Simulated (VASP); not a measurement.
# HBr in VASP: notebook

The runs below take HBr through single point, relaxation of cell and atoms, with PBEsol.

Program: VASP 6.6.1. These are calculated values, not measurements. Logs are shortened: lines on timing, memory, paths and dates and some standing lists are left out, and cuts for length are marked.

### 1 The cell of the first run

It takes space group I4/mmm (No. 139, tetragonal). Conventional cell: a = 3.890 Å, b = 3.890 Å, c = 3.335 Å, α = 90.00°, β = 90.00°, γ = 90.00°. Within 2.2 Å of H (site symmetry 4/mmm) lie 2 Br at 1.67 Å. Br (site symmetry 4/mmm) has 2 H at 1.67 Å within 2.2 Å.

### 2 Single point, PBEsol

Contents of INCAR:

```
SYSTEM = HBr
PREC = Accurate
ENCUT = 520
EDIFF = 1E-6
ISMEAR = 0
SIGMA = 0.1
LREAL = .FALSE.
LASPH = .TRUE.
NELM = 100
ALGO = Normal
ISIF = 2
LWAVE = .FALSE.
LCHARG = .FALSE.
GGA = PS
NBANDS = 11
```

Contents of KPOINTS:

```
regular mesh
0
G
  16 16 16
  0 0 0
```

Contents of POSCAR:

```
HBr
1.0
    0.0000000000      2.7506614234      2.7506614234
    1.6675698228      0.0000000000      2.7506614234
    1.6675698228      2.7506614234      0.0000000000
H Br
1 1
Direct
    0.0000000000      0.0000000000      0.0000000000
    0.5000000000      0.5000000000      0.5000000000
```

Potentials or basis: VASP PAW PBE potentials, release 64 (H, Br).

The run is started by

```bash
$ cat potpaw_PBE.64/H/POTCAR potpaw_PBE.64/Br/POTCAR > POTCAR
$ mpirun -np 1 vasp_std > vasp.out
```

OUTCAR:

```text
SYSTEM = HBr
   PREC = Accurate
   ENCUT = 520
   EDIFF = 1E-6
   ISMEAR = 0
   LREAL = .FALSE.
   LASPH = .TRUE.
   NELM = 100
   ISIF = 2
   GGA = PS

 ion  position               nearest neighbor table
   1  0.000  0.000  0.000-   2 1.67   2 1.67
   2  0.500  0.500  0.500-   1 1.67   1 1.67

  LATTYP: Found a body centered tetragonal cell.
 ALAT       =     3.8900226905
 C/A-ratio  =     0.8573573758

  Lattice vectors:

 A1 = (  -1.6675698228,   0.0000000000,  -2.7506614234)
 A2 = (  -1.6675698228,   0.0000000000,   2.7506614234)
 A3 = (   1.6675698228,   2.7506614234,   0.0000000000)

Analysis of symmetry for initial positions (statically):
=====================================================================
 Subroutine PRICEL returns:
 Original cell was already a primitive cell.

 Routine SETGRP: Setting up the symmetry group for a
 body centered tetragonal supercell.

 Subroutine GETGRP returns: Found 16 space group operations
 (whereof 16 operations were pure point group operations)
 out of a pool of 16 trial point group operations.

The static configuration has the point symmetry D_4h.

Analysis of symmetry for dynamics (positions and initial velocities):
=====================================================================
 Subroutine PRICEL returns:
 Original cell was already a primitive cell.

 Routine SETGRP: Setting up the symmetry group for a
 body centered tetragonal supercell.

 Subroutine GETGRP returns: Found 16 space group operations
 (whereof 16 operations were pure point group operations)
 out of a pool of 16 trial point group operations.

The dynamic configuration has the point symmetry D_4h.

 Subroutine INISYM returns: Found 16 space group operations
 (whereof 16 operations are pure point group operations),
 and found     1 'primitive' translations

----------------------------------------------------------------------------------------

                                     Primitive cell

  volume of cell :      25.2341

  direct lattice vectors                    reciprocal lattice vectors
     0.000000000  2.750661423  2.750661423    -0.299837520  0.181774462  0.181774462
     1.667569823  0.000000000  2.750661423     0.299837520 -0.181774462  0.181774462
     1.667569823  2.750661423  0.000000000     0.299837520  0.181774462 -0.181774462

  length of vectors
     3.890022690  3.216664014  3.216664014     0.394951197  0.394951197  0.394951197

  position of ions in fractional coordinates (direct lattice)
     0.000000000  0.000000000  0.000000000
     0.500000000  0.500000000  0.500000000

  ion indices of the primitive-cell ions
   primitive index   ion index
                 1           1
                 2           2

----------------------------------------------------------------------------------------

 KPOINTS: regular mesh

Automatic generation of k-mesh.
 Grid dimensions read from file:
 generate k-points for:   16   16   16

 Generating k-lattice:

  Cartesian coordinates                     Fractional coordinates (reciprocal lattice)
    -0.018739845  0.011360904  0.011360904     0.062500000  0.000000000  0.000000000
     0.018739845 -0.011360904  0.011360904     0.000000000  0.062500000 -0.000000000
     0.018739845  0.011360904 -0.011360904     0.000000000 -0.000000000  0.062500000

  Length of vectors
     0.024684450  0.024684450  0.024684450

  Shift w.r.t. Gamma in fractional coordinates (k-lattice)
     0.000000000  0.000000000  0.000000000

 Subroutine IBZKPT returns following result:
 ===========================================

 Found    349 irreducible k-points:

 Following reciprocal coordinates:
            Coordinates               Weight
  0.000000  0.000000  0.000000      1.000000
  0.062500  0.000000  0.000000      8.000000
  0.125000  0.000000  0.000000      8.000000
  0.187500  0.000000  0.000000      8.000000
  0.250000  0.000000  0.000000      8.000000
  0.312500  0.000000  0.000000      8.000000
[... 16 lines left out ...]
 -0.125000  0.062500 -0.000000     16.000000
 -0.062500  0.062500 -0.000000      8.000000
 [... further k-points ...]
   k-points           NKPTS =    349   k-points in BZ     NKDIM =    349   number of bands    NBANDS=     11
   number of dos      NEDOS =    301   number of ions     NIONS =      2
   total plane-waves  NPLWV =  17280
   dimension x,y,z NGX =    30 NGY =   24 NGZ =   24
   dimension x,y,z NGXF=    60 NGYF=   48 NGZF=   48
   ions per type =               1   1
   NGX,Y,Z   is equivalent  to a cutoff of  12.82, 12.40, 12.40 a.u.
   NGXF,Y,Z  is equivalent  to a cutoff of  25.64, 24.81, 24.81 a.u.
 SYSTEM =  HBr
   PREC   = accura    normal or accurate (medium, high low for compatibility)
   ISTART =      0    job   : 0-new  1-cont  2-samecut
   ICHARG =      2    charge: 1-file 2-atom 10-const
   ISPIN  =      1    spin polarized calculation?
   LNONCOLLINEAR =      F non collinear calculations
   LSORBIT =      F    spin-orbit coupling
   LASPH  =      T    aspherical Exc in radial PAW
   ENCUT  =  520.0 eV  38.22 Ry    6.18 a.u.   7.23  5.98  5.98*2*pi/ulx,y,z
   NELM   =    100;   NELMIN=  2; NELMDL= -5     # of ELM steps
   EDIFF  = 0.1E-05   stopping-criterion for ELM
   LREAL  =      F    real-space projection
   EDIFFG = 0.1E-04   stopping-criterion for IOM
   NSW    =      0    number of steps for IOM
   IBRION =     -1    ionic relax: 0-MD 1-quasi-New 2-CG
   NFREE  =      0    steps in history (QN), initial steepest desc. (CG)
   ISIF   =      2    stress and relaxation
   ISYM   =      2    0-nonsym 1-usesym 2-fastsym
   POTIM  = 0.5000    time-step for ionic-motion
   TEBEG  =    0.0;   TEEND  =   0.0 temperature during run
   PSTRESS=    0.0 pullay stress
   NELECT =       8.0000    total number of electrons
   NUPDOWN=      -1.0000    fix difference up-down
   EMIN   =  10.00;   EMAX   =-10.00  energy-range for DOS
   EFERMI =   0.00;   METHOD = LEGACY
   ISMEAR =     0;   SIGMA  =   0.10  broadening in eV -4-tet -1-fermi 0-gaus
   EFERMI_NEDOS =   21; number of points for ismear=-14 and -15
   IALGO  =     38    algorithm
   IMIX   =      4    mixing-type and parameters
     AMIX     =   0.40;   BMIX     =  1.00
     AMIX_MAG =   1.60;   BMIX_MAG =  1.00
  volume/ion in A,a.u.               =      12.62        85.14
  Fermi-wavevector in a.u.,A,eV,Ry     =   1.116286  2.109474 16.954138  1.246094
  Thomas-Fermi vector in A             =   2.252898
   LORBIT       =      0    0 simple, 1 ext, 2 COOP (PROOUT), +10 PAW based schemes
   GGA     = PS    functional components
   LHFCALC =     F    Hartree Fock is set to
   AEXX    =    0.0000 exact exchange contribution
   IVDW    =     0    specifies the selected vdW correction
   LEPSILON=     F    determine dielectric tensor
   LRPA    =     F    only Hartree local field effects (RPA)
 non-spin polarized calculation
 Gauss-broadening in eV      SIGMA  =   0.10
  energy-cutoff  :      520.00
  volume of cell :       25.23
 maximum number of plane-waves:       702
 NGX is ok and might be reduce to    30
   NGX = 15   NGY = 11   NGZ = 11

 number of electron       7.9999998 magnetization

 Free energy of the ion-electron system (eV)
  ---------------------------------------------------
  ext. energy  EPLUGINS =         0.00000000
  ---------------------------------------------------
  free energy    TOTEN  =        -4.52315556 eV

  energy without entropy =       -4.52034052  energy(sigma->0) =       -4.52174804

 E-fermi :   3.5671     XC(G=0): -10.2137

 val. band max:        3.5657495504   @ k =   0.1875   0.2500   0.0625
 cond. band min:       3.5809406702   @ k =  -0.4375   0.3750   0.1875
 fundamental gap:      0.0151911199
 Fermi energy:         3.5671443355

 k-point     1 :       0.0000    0.0000    0.0000
  band No.  band energies     occupation
      1     -13.8157      2.00000
      2       2.5568      2.00000
      3       3.6382      0.31523
      4       3.6382      0.31523
      5       4.9252      0.00000
      6      11.0957      0.00000
      7      13.6711      0.00000
      8      16.0519      0.00000
      9      16.0519      0.00000
     10      18.1776      0.00000
     11      18.1776      0.00000

 k-point     2 :       0.0625    0.0000    0.0000
  band No.  band energies     occupation
      1     -13.7507      2.00000
      2       1.7917      2.00000
      3       3.5076      1.60019
      4       3.5503      1.18812
      5       5.7205      0.00000
      6      11.2649      0.00000
      7      13.7089      0.00000
      8      15.4962      0.00000
      9      15.6165      0.00000
     10      18.7020      0.00000
     11      19.0002      0.00000

 k-point     3 :       0.1250    0.0000    0.0000
  band No.  band energies     occupation
      1     -13.5580      2.00000
      2       0.4408      2.00000
      3       3.2119      2.00000
      4       3.3143      1.99965
      5       7.1197      0.00000
      6      11.5661      0.00000
      7      13.4147      0.00000
      8      14.7763      0.00000
      9      15.5612      0.00000
     10      18.5000      0.00000
     11      20.3350      0.00000

 k-point     4 :       0.1875    0.0000    0.0000
  band No.  band energies     occupation
      1     -13.2454      2.00000
      2      -0.9735      2.00000
      3       2.8395      2.00000
      4       2.9933      2.00000
      5       8.6190      0.00000
      6      11.4398      0.00000
      7      12.6776      0.00000
      8      14.8294      0.00000
      9      16.4029      0.00000
     10      18.1128      0.00000
     11      21.7060      0.00000
[... 239 lines left out ...]
 k-point    22 :      -0.1875    0.0625    0.0000
  band No.  band energies     occupation
      1     -12.9459      2.00000
      2      -2.1409      2.00000
      3       2.5268      2.00000
      4       2.9747      2.00000
      5      10.2093      0.00000
      6      11.2847      0.00000
      7      12.2371      0.00000
      8      14.4667      0.00000
      9      17.0030      0.00000
     10      17.3457      0.00000
     11      23.0202      0.00000

 k-point    23 :      -0.1250    0.0625   -0.0000
  band No.  band energies     occupation
      1     -13.3288      2.00000
      2      -0.8267      2.00000
      3       2.8927      2.00000
      4       3.3196      1.99954
      5       8.7323      0.00000
      6      11.6024      0.00000
      7      13.0539      0.00000
      8      13.8992      0.00000
      9      15.9912      0.00000
     10      17.5184      0.00000
     11      21.5869      0.00000

 k-point    24 :      -0.0625    0.0625   -0.0000
  band No.  band energies     occupation
      1     -13.6012      2.00000
      2       0.5181      2.00000
      3       3.2512      1.99999
      4       3.5322      1.37838
      5       7.1753      0.00000
      6      11.4677      0.00000
      7      13.6134      0.00000
      8      14.4535      0.00000
      9      15.3625      0.00000
     10      18.2459      0.00000
     11      20.1698      0.00000

 [... further k-points ...]
[... 5 lines left out ...]
  --------------------------------------------------------------------------------------
  -------------------------------------------------------------------------------------
  Total        2.3768772      2.3553162      2.3553162      0.0000000      0.0000000      0.0000000
  in kB      150.9138253    149.5448620    149.5448620      0.0000000      0.0000000      0.0000000
  external PRESSURE =     150.0011831 kB  Pullay stress =       0.0000000 kB

 VOLUME and BASIS-vectors are now :
 -----------------------------------------------------------------------------
  energy-cutoff  :      520.00
  volume of cell :       25.23
      direct lattice vectors                 reciprocal lattice vectors
     0.000000000  2.750661423  2.750661423    -0.299837520  0.181774462  0.181774462
     1.667569823  0.000000000  2.750661423     0.299837520 -0.181774462  0.181774462
     1.667569823  2.750661423  0.000000000     0.299837520  0.181774462 -0.181774462

 POSITION                                       TOTAL-FORCE (eV/Angst)
 -----------------------------------------------------------------------------------
      0.00000      0.00000      0.00000         0.000000      0.000000     -0.000000
      1.66757      2.75066      2.75066        -0.000000      0.000000      0.000000
 -----------------------------------------------------------------------------------
    total drift:                                0.000000     -0.000000      0.000000

  FREE ENERGIE OF THE ION-ELECTRON SYSTEM (eV)
  ---------------------------------------------------
  free  energy   TOTEN  =        -4.5231555593 eV

  energy  without entropy=       -4.5203405213  energy(sigma->0) =       -4.52174804
```

It took 35 s on 1 thread of Intel Xeon 6975P-C (Granite Rapids), shared host; peak memory 0.22 GiB.

Results:

```yaml
Free_energy: -4.5232 eV
Pressure: 15.0 GPa
Band_gap_on_the_k_mesh: zero (bands 4 and 5 overlap by 1.87 eV)
```

Caveat: the cell stands under pressure; the PAW data sets were made with another functional, which shifts forces and pressure a little.

### 3 Relaxation of cell and atoms, PBEsol, target pressure 8 GPa, at which the enthalpy is minimised

This run uses another cell than the first one, of 16.19 Å³/atom.

Contents of INCAR:

```
SYSTEM = HBr
  ALGO = Normal
  EDIFF = 1E-6
  EDIFFG = -0.008
  ENCUT = 600
  GGA = PS
  IBRION = 2
  ISIF = 3
  ISMEAR = 0
  LASPH = .True.
  LCHARG = .False.
  LREAL = .False.
  LWAVE = .False.
  NELM = 100
  NSW = 70
  PREC = Accurate
  PSTRESS = 80.0
  SIGMA = 0.02
```

Contents of KPOINTS:

```
k-points
0
Gamma
  14 14 14
  0 0 0
```

Contents of POSCAR:

```
HBr
1.0
    0.0000000000      3.1650095599      3.1650109596
    1.6158950980      0.0000000000      3.1650109596
    1.6158950980      3.1650095599      0.0000000000
H Br
1 1
Direct
    0.0000000000      0.0000000000      0.0000000000
    0.5000000000      0.5000000000      0.5000000000
```

Potentials or basis: VASP PAW PBE potentials, release 64 (H, Br).

The run is started by

```bash
$ cat potpaw_PBE.64/H/POTCAR potpaw_PBE.64/Br/POTCAR > POTCAR
$ mpirun -np 1 vasp_std > vasp.out
```

It took 2.2 min on 1 thread of Intel Xeon 6975P-C (Granite Rapids), shared host; peak memory 0.24 GiB.

It converged, with:

| Item | Value |
| --- | --- |
| Free energy | -4.7975 eV |
| Relaxed volume | 14.56 Å³/atom |
| Relaxed cell | a = 4.189 Å, b = 3.395 Å, c = 3.395 Å, α = 76.18°, β = 51.91°, γ = 51.91° |
| Space group after relaxing (to 0.1 Å) | I4/mmm (No. 139) |
| Energy change on relaxing (the run minimises the enthalpy) | +53.2 meV/atom |
| Ionic steps | 8 |
| Pressure after relaxing | 8.0 GPa |
| Band gap on the k mesh | zero (bands 4 and 5 overlap by 0.85 eV) |

The path:
```tsv
step	energy change (eV)	largest force (eV/Å)	pressure (GPa)	volume (Å³)
1	0.0000	0.0000	7.36	32.37
2	-0.0098	0.0000	5.16	32.05
3	-0.0068	0.0000	4.71	31.97
4	0.0492	0.0000	6.48	30.39
5	0.1070	0.0000	8.29	29.11
6	0.1042	0.0000	8.20	29.16
7	0.1072	0.0000	7.96	29.10
8	0.1063	0.0000	8.03	29.12
```

Final structure:
```
CELL_PARAMETERS angstrom
0.00000 2.96197 2.96197
1.65947 0.00000 2.96197
1.65947 2.96197 0.00000
ATOMIC_POSITIONS crystal
H 0.00000 0.00000 0.00000
Br 0.50000 0.50000 0.50000
```

Levels at points of the mesh, in eV from the Fermi level:
| k point | band 1 | band 2 | band 3 | band 4 | band 5 | band 6 | band 7 | band 8 |
| --- | --- | --- | --- | --- | --- | --- | --- | --- |
| (0.00, 0.00, 0.00) | -16.51 | -1.04 | -0.20 | -0.20 | 1.22 | 6.55 | 9.69 | 13.09 |
| (0.50, 0.00, 0.00) | -14.34 | -8.75 | -1.65 | -1.38 | 5.68 | 7.13 | 12.16 | 13.74 |
| (0.50, 0.50, 0.00) | -15.60 | -4.93 | -1.75 | 0.17 | 0.31 | 10.17 | 11.20 | 12.87 |
| (0.00, 0.50, 0.50) | -14.81 | -3.62 | -3.62 | -2.56 | -0.67 | 5.21 | 16.73 | 16.73 |

Caveat: the cell is relaxed towards a set pressure, so the run minimises the enthalpy, not the energy; the PAW data sets were made with another functional, which shifts forces and pressure a little.

### 4 Relaxation of cell and atoms, PBEsol, target pressure 30 GPa, at which the enthalpy is minimised

This run uses another cell than the first one, of 11.65 Å³/atom.

Contents of INCAR:

```
SYSTEM = HBr
ALGO = Normal
EDIFF = 1E-7
EDIFFG = -0.008
ENCUT = 600
GGA = PS
IBRION = 2
ISIF = 3
ISMEAR = 0
LASPH = .True.
LCHARG = .False.
LREAL = .False.
LWAVE = .False.
NELM = 80
NSW = 70
PREC = Accurate
PSTRESS = 300.0
SIGMA = 0.1
```

Contents of KPOINTS:

```
k-points
0
Gamma
  16 16 16
  0 0 0
```

Contents of POSCAR:

```
HBr
1.0
    0.0000000000      2.6782798293      2.6782798293
    1.6236889725      0.0000000000      2.6782798293
    1.6236889725      2.6782798293      0.0000000000
H Br
1 1
Direct
    0.0000000000      0.0000000000      0.0000000000
    0.5000000000      0.5000000000      0.5000000000
```

The run is started by

```bash
$ cat potpaw_PBE.64/H/POTCAR potpaw_PBE.64/Br/POTCAR > POTCAR
$ mpirun -np 1 vasp_std > vasp.out
```

It took 2.8 min on 1 thread of Intel Xeon 6975P-C (Granite Rapids), shared host; peak memory 0.24 GiB.

Results (log left out):

```yaml
Free_energy: -4.0262 eV
Relaxed_volume: 10.77 Å³/atom
Relaxed_cell: a = 3.598 Å, b = 3.040 Å, c = 3.040 Å, α = 72.58°, β = 53.71°, γ = 53.71°
Space_group_after_relaxing_to_0.1_Å: I4/mmm (No. 139)
Energy_change_on_relaxing_the_run_minimises_the_enthalpy: +130.6 meV/atom
Ionic_steps: 8
Pressure_after_relaxing: 30.0 GPa
Band_gap_on_the_k_mesh: zero (bands 4 and 5 overlap by 3.24 eV)
```

The path:
| step | energy change (eV) | largest force (eV/Å) | pressure (GPa) | volume (Å³) |
| --- | --- | --- | --- | --- |
| 1 | 0.0000 | 0.0000 | 24.49 | 23.29 |
| 2 | 0.1941 | 0.0000 | 29.99 | 21.96 |
| 3 | 0.2716 | 0.0000 | 32.25 | 21.52 |
| 4 | 0.2198 | 0.0000 | 28.19 | 21.77 |
| 5 | 0.2321 | 0.0000 | 29.33 | 21.69 |
| 6 | 0.2314 | 0.0000 | 29.27 | 21.70 |
| 7 | 0.2549 | 0.0000 | 29.85 | 21.57 |
| 8 | 0.2611 | 0.0000 | 29.99 | 21.54 |

Final structure:
```xyz
2
Lattice="0.0000 2.5444 2.5444 1.6634 0.0000 2.5444 1.6634 2.5444 0.0000" Properties=species:S:1:pos:R:3 pbc="T T T"
H     0.0000    0.0000    0.0000
Br    1.6634    2.5444    2.5444
```

Levels at points of the mesh, in eV from the Fermi level:
| k point | band 2 | band 3 | band 4 | band 5 | band 6 | band 7 |
| --- | --- | --- | --- | --- | --- | --- |
| (0.00, 0.00, 0.00) | -0.82 | 0.47 | 0.47 | 1.70 | 9.01 | 10.69 |
| (0.50, 0.00, 0.00) | -10.20 | -1.90 | -1.88 | 5.22 | 6.70 | 11.12 |
| (0.50, 0.50, 0.00) | -7.36 | -2.59 | -0.57 | 0.47 | 8.79 | 12.82 |
| (0.00, 0.50, 0.50) | -4.87 | -4.87 | -4.61 | -2.76 | 3.91 | 19.47 |

Caveat: the cell is relaxed towards a set pressure, so the run minimises the enthalpy, not the energy; the PAW data sets were made with another functional, which shifts forces and pressure a little.

(Continued in part 2 of 2.)
